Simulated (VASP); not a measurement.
# NaCu (Pm-3m) in VASP: further runs, part 2 of 2

VASP 6.6.1.

### Step 3. Single point, r2SCAN

This run uses another cell than the first one, of 17.20 Å³/atom.

File POSCAR:

```
NaCu
1.0
    3.2520079165      0.0000000000      0.0000000000
    0.0000000000      3.2520079165      0.0000000000
    0.0000000000      0.0000000000      3.2520079165
Na Cu
1 1
Direct
    0.0000000000      0.0000000000      0.0000000000
    0.5000000000      0.5000000000      0.5000000000
```

File INCAR.step1:

```
SYSTEM = NaCu
PREC = Accurate
ENCUT = 660
ISMEAR = 0
SIGMA = 0.1
LREAL = .FALSE.
LASPH = .TRUE.
NELM = 120
NBANDS = 16
GGA = PE
ALGO = Normal
EDIFF = 1E-5
LWAVE = .TRUE.
LCHARG = .FALSE.
GGA_COMPAT = .FALSE.
```

File INCAR.step2:

```
SYSTEM = NaCu
PREC = Accurate
ENCUT = 660
EDIFF = 1E-6
ISMEAR = 0
SIGMA = 0.1
LREAL = .FALSE.
LASPH = .TRUE.
NELM = 120
ALGO = Normal
ISIF = 2
LWAVE = .FALSE.
LCHARG = .FALSE.
METAGGA = R2SCAN
LMIXTAU = .TRUE.
NBANDS = 16
ISTART = 1
GGA_COMPAT = .FALSE.
```

File KPOINTS:

```
regular mesh
0
G
  6 6 6
  0 0 0
```

Potentials or basis: VASP PAW PBE potentials, release 64 (Na_pv, Cu).

Started as:

```console
$ cat potpaw_PBE.64/Na_pv/POTCAR potpaw_PBE.64/Cu/POTCAR > POTCAR
$ cp INCAR.step1 INCAR
$ mpirun -np 1 vasp_std > vasp.out
$ cp INCAR.step2 INCAR
$ mpirun -np 1 vasp_std > vasp.out
```

OUTCAR:

```text
SYSTEM = NaCu
   PREC = Accurate
   ENCUT = 660
   EDIFF = 1E-6
   ISMEAR = 0
   LREAL = .FALSE.
   LASPH = .TRUE.
   NELM = 120
   ISIF = 2
   METAGGA = R2SCAN
   ISTART = 1

 ion  position               nearest neighbor table
   1  0.000  0.000  0.000-
   2  0.500  0.500  0.500-

  LATTYP: Found a simple cubic cell.
 ALAT       =     3.2520079165

  Lattice vectors:

 A1 = (   3.2520079165,   0.0000000000,   0.0000000000)
 A2 = (   0.0000000000,   3.2520079165,   0.0000000000)
 A3 = (   0.0000000000,   0.0000000000,   3.2520079165)

Analysis of symmetry for initial positions (statically):
=====================================================================
 Subroutine PRICEL returns:
 Original cell was already a primitive cell.

 Routine SETGRP: Setting up the symmetry group for a
 simple cubic supercell.

 Subroutine GETGRP returns: Found 48 space group operations
 (whereof 48 operations were pure point group operations)
 out of a pool of 48 trial point group operations.

The static configuration has the point symmetry O_h .

Analysis of symmetry for dynamics (positions and initial velocities):
=====================================================================
 Subroutine PRICEL returns:
 Original cell was already a primitive cell.

 Routine SETGRP: Setting up the symmetry group for a
 simple cubic supercell.

 Subroutine GETGRP returns: Found 48 space group operations
 (whereof 48 operations were pure point group operations)
 out of a pool of 48 trial point group operations.

The dynamic configuration has the point symmetry O_h .

 Subroutine INISYM returns: Found 48 space group operations
 (whereof 48 operations are pure point group operations),
 and found     1 'primitive' translations

----------------------------------------------------------------------------------------

                                     Primitive cell

[... 103 lines left out ...]
   IMIX   =      4    mixing-type and parameters
     AMIX     =   0.40;   BMIX     =  1.00
     AMIX_MAG =   1.60;   BMIX_MAG =  1.00
  volume/ion in A,a.u.               =      17.20       116.04
  Fermi-wavevector in a.u.,A,eV,Ry     =   1.319312  2.493138 23.682073  1.740583
  Thomas-Fermi vector in A             =   2.449219
   LORBIT       =      0    0 simple, 1 ext, 2 COOP (PROOUT), +10 PAW based schemes
   METAGGA = R2SCAN    functional components
   LHFCALC =     F    Hartree Fock is set to
   AEXX    =    0.0000 exact exchange contribution
   IVDW    =     0    specifies the selected vdW correction
   LEPSILON=     F    determine dielectric tensor
   LRPA    =     F    only Hartree local field effects (RPA)
 non-spin polarized calculation
 Gauss-broadening in eV      SIGMA  =   0.10
  energy-cutoff  :      660.00
  volume of cell :       34.39
 maximum number of plane-waves:      1357
 NGX is ok and might be reduce to    28
   NGX = 13   NGY = 13   NGZ = 13

 number of electron      18.0000009 magnetization

 Free energy of the ion-electron system (eV)
  ---------------------------------------------------
  ext. energy  EPLUGINS =         0.00000000
  ---------------------------------------------------
  free energy    TOTEN  =       -13.43540234 eV

  energy without entropy =      -13.43412598  energy(sigma->0) =      -13.43476416

 E-fermi :   3.3886     XC(G=0): -10.3733

 val. band max:        2.9202949664   @ k =   0.5000   0.1667   0.1667
 cond. band min:       3.4895132519   @ k =   0.5000   0.3333   0.3333
 fundamental gap:      0.5692182855
 Fermi energy:         3.3886213119

 k-point     1 :       0.0000    0.0000    0.0000
  band No.  band energies     occupation
      1     -21.4064      2.00000
      2     -21.4064      2.00000
      3     -21.4064      2.00000
      4      -2.8474      2.00000
      5       0.4386      2.00000
      6       0.4386      2.00000
[... 357 lines left out ...]
      3     -21.4670      2.00000
      4       0.5420      2.00000
      5       0.5420      2.00000
      6       0.5420      2.00000
[... 8 lines left out ...]
     15      10.8843      0.00000
     16      15.5909      0.00000

------------------------ aborting loop because EDIFF is reached ----------------------------------------

  FORCE on cell =-STRESS in cart. coord.  units (eV):
  Direction    XX          YY          ZZ          XY          YZ          ZX
  --------------------------------------------------------------------------------------
  -------------------------------------------------------------------------------------
  Total        0.7463219      0.7463219      0.7463219      0.0000000     -0.0000000      0.0000000
  in kB       34.7681821     34.7681821     34.7681821      0.0000000     -0.0000000      0.0000000
  external PRESSURE =      34.7681821 kB  Pullay stress =       0.0000000 kB

 VOLUME and BASIS-vectors are now :
 -----------------------------------------------------------------------------
  energy-cutoff  :      660.00
  volume of cell :       34.39
      direct lattice vectors                 reciprocal lattice vectors
     3.252007917  0.000000000  0.000000000     0.307502326  0.000000000  0.000000000
     0.000000000  3.252007917  0.000000000     0.000000000  0.307502326  0.000000000
     0.000000000  0.000000000  3.252007917     0.000000000  0.000000000  0.307502326

 POSITION                                       TOTAL-FORCE (eV/Angst)
 -----------------------------------------------------------------------------------
      0.00000      0.00000      0.00000         0.000000      0.000000      0.000000
      1.62600      1.62600      1.62600         0.000000      0.000000      0.000000
 -----------------------------------------------------------------------------------
    total drift:                                0.000000      0.000000      0.000000

  FREE ENERGIE OF THE ION-ELECTRON SYSTEM (eV)
  ---------------------------------------------------
  free  energy   TOTEN  =       -13.4354023437 eV

  energy  without entropy=      -13.4341259838  energy(sigma->0) =      -13.43476416
```

OSZICAR.step1:

```text
N       E                     dE             d eps       ncg     rms          rms(c)
DAV:   1     0.121872994027E+03    0.12187E+03   -0.10278E+04   648   0.184E+03
DAV:   2     0.314649831580E-01   -0.12184E+03   -0.11497E+03   672   0.308E+02
DAV:   3    -0.463993834119E+01   -0.46714E+01   -0.46350E+01   800   0.737E+01
DAV:   4    -0.471137208655E+01   -0.71434E-01   -0.71426E-01   696   0.882E+00
DAV:   5    -0.471363542996E+01   -0.22633E-02   -0.22633E-02   880   0.162E+00    0.630E+00
DAV:   6    -0.481325680039E+01   -0.99621E-01   -0.57802E+00   704   0.582E+01    0.483E+00
DAV:   7    -0.420566775754E+01    0.60759E+00   -0.15724E+00   760   0.275E+01    0.368E-01
DAV:   8    -0.420650764754E+01   -0.83989E-03   -0.95006E-02   864   0.603E+00    0.791E-01
DAV:   9    -0.419660212828E+01    0.99055E-02   -0.27321E-02   744   0.385E+00    0.351E-02
DAV:  10    -0.419665719145E+01   -0.55063E-04   -0.75657E-04   736   0.241E-01    0.270E-02
DAV:  11    -0.419664056987E+01    0.16622E-04   -0.98096E-06   536   0.710E-02    0.421E-03
DAV:  12    -0.419664032359E+01    0.24628E-06   -0.49605E-06   416   0.203E-02
   1 F= -.41966403E+01 E0= -.41959411E+01  d E =-.139840E-02
```

Run time: 47 s. Hardware: 1 thread of Oxide Virtual Turin-like, shared host; peak memory 0.13 GiB.

What came out:

* Free energy: -13.4354 eV
* Pressure: 3.5 GPa
* Band gap on the k mesh: zero (bands 9 and 10 overlap by 4.37 eV)

Caveat: the cell stands under pressure; the PAW data sets were made with another functional, which shifts forces and pressure a little.

The gap in the log of VASP goes by the Fermi energy; the results here count the filled bands.